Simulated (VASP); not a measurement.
# Mg (Im-3m) in VASP: notebook, part 2 of 2

VASP 6.6.1.

## 4. Single point, LDA

This run uses another cell than the first one, of 22.29 Å³/atom, 1.064 times its volume.

File INCAR:

```
SYSTEM = Mg
PREC = Accurate
ENCUT = 520
EDIFF = 1E-6
ISMEAR = 0
SIGMA = 0.05
LREAL = .FALSE.
LASPH = .TRUE.
NELM = 100
ALGO = Normal
ISIF = 2
LWAVE = .FALSE.
LCHARG = .FALSE.
GGA = CA
NBANDS = 7
```

File KPOINTS:

```
Automatic mesh
0
G
  14 14 14
  0 0 0
```

File POSCAR:

```
Mg
1.0
   -1.7727644967      1.7727644967      1.7727644967
    1.7727644967     -1.7727644967      1.7727644967
    1.7727644967      1.7727644967     -1.7727644967
Mg
1
Direct
    0.0000000000      0.0000000000      0.0000000000
```

Potentials or basis: VASP PAW LDA potentials, release 64 (Mg).

The run is started by

```console
> cat potpaw_LDA.64/Mg/POTCAR > POTCAR
> mpirun -np 1 vasp_std > vasp.out
```

OUTCAR:

```text
SYSTEM = Mg
   PREC = Accurate
   ENCUT = 520
   EDIFF = 1E-6
   ISMEAR = 0
   LREAL = .FALSE.
   LASPH = .TRUE.
   NELM = 100
   ISIF = 2
   GGA = CA

 ion  position               nearest neighbor table
   1  0.000  0.000  0.000-

  LATTYP: Found a body centered cubic cell.
 ALAT       =     3.5455289934

  Lattice vectors:

 A1 = (  -1.7727644967,   1.7727644967,   1.7727644967)
 A2 = (   1.7727644967,  -1.7727644967,   1.7727644967)
 A3 = (   1.7727644967,   1.7727644967,  -1.7727644967)

Analysis of symmetry for initial positions (statically):
=====================================================================
 Subroutine PRICEL returns:
 Original cell was already a primitive cell.

 Routine SETGRP: Setting up the symmetry group for a
 body centered cubic supercell.

 Subroutine GETGRP returns: Found 48 space group operations
 (whereof 48 operations were pure point group operations)
 out of a pool of 48 trial point group operations.

The static configuration has the point symmetry O_h .

Analysis of symmetry for dynamics (positions and initial velocities):
[... 158 lines left out ...]

 val. band max:        2.6229297397   @ k =  -0.4286   0.5000   0.0714
 cond. band min:       2.7240732226   @ k =   0.3571   0.2143   0.0714
 fundamental gap:      0.1011434829
 Fermi energy:         2.6818925001

 k-point     1 :       0.0000    0.0000    0.0000
  band No.  band energies     occupation
      1      -4.4196      2.00000
      2      15.7666      0.00000
      3      15.7666      0.00000
      4      15.7666      0.00000
      5      17.8625      0.00000
      6      17.8647      0.00000
      7      17.8898      0.00000
[... 221 lines left out ...]
 k-point    24 :       0.3571    0.2857    0.0000
  band No.  band energies     occupation
      1       2.4752      2.00000
      2       2.9907      0.00000
      3       4.6343      0.00000
      4      10.8766      0.00000
      5      16.9450      0.00000
      6      18.1999      0.00000
      7      18.9645      0.00000

 [... further k-points ...]

------------------------ aborting loop because EDIFF is reached ----------------------------------------

  FORCE on cell =-STRESS in cart. coord.  units (eV):
  Direction    XX          YY          ZZ          XY          YZ          ZX
  --------------------------------------------------------------------------------------
  -------------------------------------------------------------------------------------
  Total       -0.2083833     -0.2083833     -0.2083833     -0.0000000      0.0000000     -0.0000000
  in kB      -14.9816735    -14.9816735    -14.9816735     -0.0000000      0.0000000     -0.0000000
  external PRESSURE =     -14.9816735 kB  Pullay stress =       0.0000000 kB

 VOLUME and BASIS-vectors are now :
 -----------------------------------------------------------------------------
  energy-cutoff  :      520.00
  volume of cell :       22.29
      direct lattice vectors                 reciprocal lattice vectors
    -1.772764497  1.772764497  1.772764497     0.000000000  0.282045360  0.282045360
     1.772764497 -1.772764497  1.772764497     0.282045360  0.000000000  0.282045360
     1.772764497  1.772764497 -1.772764497     0.282045360  0.282045360  0.000000000

 POSITION                                       TOTAL-FORCE (eV/Angst)
 -----------------------------------------------------------------------------------
      0.00000      0.00000      0.00000         0.000000     -0.000000      0.000000
 -----------------------------------------------------------------------------------
    total drift:                               -0.000000      0.000000      0.000000

  FREE ENERGIE OF THE ION-ELECTRON SYSTEM (eV)
  ---------------------------------------------------
  free  energy   TOTEN  =        -1.7786802736 eV

  energy  without entropy=       -1.7783488403  energy(sigma->0) =       -1.77851456
```

OSZICAR:

```text
N       E                     dE             d eps       ncg     rms          rms(c)
DAV:   1    -0.121015543551E+01   -0.12102E+01   -0.76914E+02  1617   0.193E+02
DAV:   2    -0.178833305958E+01   -0.57818E+00   -0.56168E+00  1939   0.111E+01
DAV:   3    -0.179058404754E+01   -0.22510E-02   -0.22505E-02  1841   0.713E-01
DAV:   4    -0.179058824207E+01   -0.41945E-05   -0.41944E-05  2121   0.221E-02
DAV:   5    -0.179058824724E+01   -0.51635E-08   -0.51649E-08  1855   0.491E-04    0.662E-01
DAV:   6    -0.178392002025E+01    0.66682E-02   -0.39065E-04  1701   0.963E-02    0.420E-01
DAV:   7    -0.177868293977E+01    0.52371E-02   -0.14333E-03  1547   0.178E-01    0.220E-02
DAV:   8    -0.177868072933E+01    0.22104E-05   -0.81907E-06  2191   0.150E-02    0.528E-03
DAV:   9    -0.177868027364E+01    0.45569E-06   -0.32603E-07  1449   0.237E-03
   1 F= -.17786803E+01 E0= -.17785146E+01  d E =-.331433E-03
```

stdout:

```text
POSCAR found type information on POSCAR Mg
 POSCAR found :  1 types and       1 ions
 scaLAPACK will be used
 LDA part: xc-table for (Slater(with rela. corr.)+CA(PZ))
 , standard interpolation
 POSCAR, INCAR and KPOINTS ok, starting setup
 FFT: planning ... GRIDC
 FFT: planning ... GRID_SOFT
 FFT: planning ... GRID
 WAVECAR not read
 entering main loop
```

It took 12 s on 1 thread of AMD EPYC 7R13 (Zen 3), shared host; peak memory 0.1 GiB.

Results:

```
Free energy            : -1.7787 eV
Pressure               : -1.5 GPa
Band gap on the k mesh : zero (band 1 reaches 6.54 eV, above the bottom of band 2 at 1.70 eV)
```

Levels at points of the mesh, in eV from the Fermi level:
```tsv
k point	band 1	band 2	band 3	band 4
(0.00, 0.00, 0.00)	-7.10	13.08	13.08	13.08
(0.50, 0.00, 0.00)	-1.54	-0.98	8.69	9.37
(0.50, 0.50, 0.50)	3.86	3.86	3.86	4.04
```

## 5. Overview

| level | potentials or basis | cell | gap on the mesh (eV) | pressure (GPa) |
| --- | --- | --- | --- | --- |
| PBE | VASP PAW PBE potentials, release 64 (Mg) | a = 3.008 Å, angles 109.5°, 1 atom | none | 3.7 |
| PBE | VASP PAW PBE potentials, release 64 (Mg) | a = 3.071 Å, angles 109.5°, 1 atom | none | 0.9 |
| LDA | VASP PAW LDA potentials, release 64 (Mg) | a = 3.071 Å, angles 109.5°, 1 atom | none | -1.5 |

Alike in all rows: task single point; no spin polarisation; k mesh 14 × 14 × 14; cutoff (eV) 520; smearing gaussian 0.05 eV.

Absolute energies hang on the potentials; compare differences alone.
